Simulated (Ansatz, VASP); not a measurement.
**One calculation of Cs, two programs**

```xyz
1
Lattice="0.0000 3.8858 3.8858 3.8858 0.0000 3.8858 3.8858 3.8858 0.0000" Properties=species:S:1:pos:R:3 pbc="T T T"
Cs    0.0000    0.0000    0.0000
```

Alike in both runs: functional PBE; k mesh 10 × 10 × 10; occupations gaussian, width 0.1 eV; no spin polarisation.

Ansatz relaxed the structure, and its values are those at the end. VASP's run is a single point on that final structure, the one shown.

```csv
,VASP,Ansatz
version,VASP 6.6.1,Ansatz 0.2.0
potentials or method,"VASP PAW PBE potentials, release 64 (Cs_sv), cutoff 520 eV","scalar-relativistic, plane waves, PAW"
valence electrons in the cell,9,9
```

|  | VASP | Ansatz | Ansatz less VASP |
| --- | --- | --- | --- |
| gap on the k mesh at the Fermi level (eV) | none | none | - |
| pressure (GPa) | 0.0 | 0.0 | +0.01 |

A gap of «none» marks a metal or a gap that the smearing closes.

Neither program's run includes spin-orbit coupling.
